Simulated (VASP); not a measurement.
# Br (Im-3m) in VASP: a series of runs, part 2 of 2

VASP 6.6.1.

## (3) Single point, PBE

This run uses another cell than the first one, of 26.89 Å³/atom.

The input, INCAR:

```
PREC = Accurate
ENCUT = 500
EDIFF = 1E-6
ISMEAR = -1
SIGMA = 0.05
LREAL = F
LASPH = T
NELM = 120
ALGO = Normal
ISIF = 2
LWAVE = F
LCHARG = F
GGA = PE
NBANDS = 10
GGA_COMPAT = F
```

The input, KPOINTS:

```
Automatic mesh
0
Gamma
  8 8 8
```

The input, POSCAR:

```
Br
1.0
    1.8874140236      1.8874140236      1.8874140236
   -1.8874140236      1.8874140236      1.8874140236
   -1.8874140236     -1.8874140236      1.8874140236
Br
1
Direct
    0.0000000000      0.0000000000      0.0000000000
```

Potentials or basis: VASP PAW PBE potentials, release 64 (Br).

Run with:

```bash
$ cat potpaw_PBE.64/Br/POTCAR > POTCAR
$ mpirun -np 1 vasp_std > vasp.out
```

Wall time 3.3 s (1 thread of Intel Xeon Platinum 8375C at 2.90GHz (Ice Lake), shared host); peak memory 0.13 GiB.

Results (log left out):

```
Free energy            : -1.0102 eV
Pressure               : 0.0 GPa
Band gap on the k mesh : zero (an odd number of electrons rules out a gap without spin polarisation)
```

Levels at points of the mesh, in eV from the Fermi level:
```csv
k point,band 1,band 2,band 3,band 4,band 5,band 6,band 7,band 8,band 9
"(0.00, 0.00, 0.00)",-15.23,0.75,0.75,0.75,7.80,12.71,12.71,12.71,15.33
"(0.50, 0.00, 0.00)",-13.85,-4.37,-0.73,0.49,7.62,9.72,15.99,16.48,17.17
"(0.50, 0.50, 0.50)",-12.99,-2.47,-2.47,-2.47,6.53,6.53,19.78,19.78,19.78
```

Caveat: an odd number of electrons without spin polarisation forces a metal; a magnetic or distorted state may lie lower.

## (4) Relaxation of cell and atoms, PBE

This run uses another cell than the first one, of 26.16 Å³/atom.

The input, INCAR:

```
SYSTEM = Br
ALGO = Normal ; EDIFF = 1E-7
EDIFFG = -0.03 ; ENCUT = 500
GGA = PE ; GGA_COMPAT = .False.
IBRION = 2 ; ISIF = 3
ISMEAR = -1 ; LASPH = .True.
LCHARG = .False. ; LREAL = .False.
LWAVE = .False. ; NELM = 120
NELMIN = 4 ; NSW = 80
PREC = Accurate ; SIGMA = 0.05
```

The input, KPOINTS:

```
k-points
0
Gamma
  8 8 8
  0 0 0
```

The input, POSCAR:

```
Br
1.0
    1.8700000000      1.8700000000      1.8700000000
   -1.8700000000      1.8700000000      1.8700000000
   -1.8700000000     -1.8700000000      1.8700000000
Br
1
Direct
    0.0000000000      0.0000000000      0.0000000000
```

Run with:

```bash
$ cat potpaw_PBE.64/Br/POTCAR > POTCAR
$ mpirun -np 1 vasp_std > vasp.out
```

Wall time 7.3 s (1 thread of Intel Xeon Platinum 8375C at 2.90GHz (Ice Lake), shared host); peak memory 0.13 GiB.

The run converged. Its results:

```
Free energy                           : -1.0102 eV
Relaxed volume                        : 26.91 Å³/atom
Relaxed cell                          : a = 3.270 Å, b = 3.270 Å, c = 3.270 Å, α = 70.53°, β = 109.47°, γ = 70.53°
Space group after relaxing (to 0.1 Å) : Im-3m (No. 229)
Energy gained by relaxing             : 2.0 meV/atom
Ionic steps                           : 3
Pressure after relaxing               : 0.0 GPa
Band gap on the k mesh                : zero (an odd number of electrons rules out a gap without spin polarisation)
```

The path:
```tsv
step	energy change (eV)	largest force (eV/Å)	pressure (GPa)	volume (Å³)
1	0.0000	0.0000	0.87	26.16
2	-0.0018	0.0000	0.23	26.70
3	-0.0020	0.0000	-0.01	26.91
```

Final structure:
```
Br
1.0
     1.88777    1.88777    1.88777
    -1.88777    1.88777    1.88777
    -1.88777   -1.88777    1.88777
Br
1
Direct
  0.00000 0.00000 0.00000
```

Levels at points of the mesh, in eV from the Fermi level:
```
           k point  band 2  band 3  band 4  band 5  band 6  band 7
(0.00, 0.00, 0.00)    0.74    0.74    0.74    7.79   12.71   12.71
(0.50, 0.00, 0.00)   -4.37   -0.73    0.49    7.62    9.72   15.99
(0.50, 0.50, 0.50)   -2.47   -2.47   -2.47    6.54    6.54   19.78
```

Caveat: an odd number of electrons without spin polarisation forces a metal; a magnetic or distorted state may lie lower.

## (5) Relaxation of cell and atoms, PBE, target pressure 10 GPa, at which the enthalpy is minimised

This run uses another cell than the first one, of 26.16 Å³/atom.

The input, INCAR:

```
PREC = Accurate
ENCUT = 500
EDIFF = 1E-7
ISMEAR = -1
SIGMA = 0.05
LREAL = F
LASPH = T
NELM = 120
ALGO = Normal
ISIF = 3
LWAVE = F
LCHARG = F
GGA = PE
IBRION = 2
NSW = 80
EDIFFG = -0.03
PSTRESS = 100.0
GGA_COMPAT = F
NELMIN = 4
```

The input, KPOINTS:

```
regular mesh
0
Gamma
  8 8 8
```

POSCAR is that of step 4.

Potentials or basis: VASP PAW PBE potentials, release 64 (Br).

Run with:

```bash
$ cat potpaw_PBE.64/Br/POTCAR > POTCAR
$ mpirun -np 1 vasp_std > vasp.out
```

OUTCAR:

```text
PREC = Accurate
   ENCUT = 500
   EDIFF = 1E-7
   ISMEAR = -1
   LREAL = F
   LASPH = T
   NELM = 120
   ISIF = 3
   GGA = PE
   IBRION = 2
   NSW = 80
   EDIFFG = -0.03
   PSTRESS = 100.0
   NELMIN = 4

 ion  position               nearest neighbor table
   1  0.000  0.000  0.000-

  LATTYP: Found a body centered cubic cell.
 ALAT       =     3.7400000000

  Lattice vectors:

 A1 = (   1.8700000000,  -1.8700000000,  -1.8700000000)
 A2 = (   1.8700000000,   1.8700000000,   1.8700000000)
 A3 = (  -1.8700000000,  -1.8700000000,   1.8700000000)

Analysis of symmetry for initial positions (statically):
=====================================================================
 Subroutine PRICEL returns:
[... 156 lines left out ...]
 maximum number of plane-waves:       682
   NGX = 11   NGY = 11   NGZ = 11

--------------------------------------- Ionic step        1  -------------------------------------------

 number of electron       6.9999999 magnetization

 Free energy of the ion-electron system (eV)
  ---------------------------------------------------
  ext. energy  EPLUGINS =         0.00000000
  ---------------------------------------------------
  free energy    TOTEN  =        -1.00822521 eV

  energy without entropy =       -0.99085067  energy(sigma->0) =       -0.99953794

 E-fermi :   1.7124     XC(G=0):  -9.3406

 val. band max:        1.7074613068   @ k =   0.2500   0.1250   0.1250
 cond. band min:       1.7657830135   @ k =   0.5000   0.2500   0.0000
 fundamental gap:      0.0583217067
 Fermi energy:         1.7124274194
[... 562 lines left out ...]
--------------------------------------- Ionic step        3  -------------------------------------------

 number of electron       7.0000002 magnetization

 Free energy of the ion-electron system (eV)
  ---------------------------------------------------
  ext. energy  EPLUGINS =         0.00000000
  ---------------------------------------------------
  free energy    TOTEN  =        -0.88498100 eV

  energy without entropy =       -0.87054195  energy(sigma->0) =       -0.87776147

 E-fermi :   3.7688     XC(G=0): -10.1842

 val. band max:        3.7161368300   @ k =  -0.3750   0.2500   0.0000
 cond. band min:       3.7822966598   @ k =   0.2500   0.1250   0.1250
 fundamental gap:      0.0661598298
 Fermi energy:         3.7688208412
[... 272 lines left out ...]
  energy  without entropy=       -0.8705419462  energy(sigma->0) =       -0.87776147

  enthalpy is  TOTEN    =         0.4849616915 eV   P V=        1.3699426919

 reached required accuracy - stopping structural energy minimisation
```

It took 8.1 s on 1 thread of Intel Xeon Platinum 8375C at 2.90GHz (Ice Lake), shared host; peak memory 0.14 GiB.

Results:

```
Free energy                                                : -0.8850 eV
Relaxed volume                                             : 21.95 Å³/atom
Relaxed cell                                               : a = 3.055 Å, b = 3.055 Å, c = 3.055 Å, α = 70.53°, β = 109.47°, γ = 70.53°
Space group after relaxing (to 0.1 Å)                      : Im-3m (No. 229)
Energy change on relaxing (the run minimises the enthalpy) : +123.2 meV/atom
Ionic steps                                                : 3
Pressure after relaxing                                    : 10.0 GPa
Band gap on the k mesh                                     : zero (an odd number of electrons rules out a gap without spin polarisation)
```

The path:
| step | energy change (eV) | largest force (eV/Å) | pressure (GPa) | volume (Å³) |
| --- | --- | --- | --- | --- |
| 1 | 0.0000 | 0.0000 | 0.87 | 26.16 |
| 2 | 0.2011 | 0.0000 | 14.10 | 20.91 |
| 3 | 0.1232 | 0.0000 | 10.02 | 21.95 |

Final structure:
```
Br
1.0
     1.76381    1.76381    1.76381
    -1.76381    1.76381    1.76381
    -1.76381   -1.76381    1.76381
Br
1
Direct
  0.00000 0.00000 0.00000
```

Caveat: the cell is relaxed towards a set pressure, so the run minimises the enthalpy, not the energy; the volume moved by over 15 % at a fixed basis, so the end points are rough; an odd number of electrons without spin polarisation forces a metal; a magnetic or distorted state may lie lower.

## (6) Overview

| task | cell | gap on the mesh (eV) | pressure (GPa) |
| --- | --- | --- | --- |
| single point | a = 3.055 Å, angles 70.5, 109.5, 70.5°, 1 atom | none | 10.0 |
| single point | a = 3.269 Å, angles 70.5, 109.5, 70.5°, 1 atom | none | 0.0 |
| relaxation of cell and atoms | relaxed from a = 3.239 Å, angles 70.5, 109.5, 70.5°, 1 atom | none | 0.0 |
| relaxation of cell and atoms | relaxed to 10 GPa from a = 3.239 Å, angles 70.5, 109.5, 70.5°, 1 atom | none | 10.0 |

Alike in all rows: level PBE; potentials or basis VASP PAW PBE potentials, release 64 (Br); no spin polarisation; k mesh 8 × 8 × 8; cutoff (eV) 500; smearing fermi-dirac 0.05 eV.

Caveats: an odd number of electrons without spin polarisation forces a metal; a magnetic or distorted state may lie lower; the cell stands under pressure (at least some runs); the cell is relaxed towards a set pressure, so the run minimises the enthalpy, not the energy (at least some runs); the volume moved by over 15 % at a fixed basis, so the end points are rough (at least some runs).

Total energies depend on the potentials used, so only differences within one code and one set of settings carry meaning.
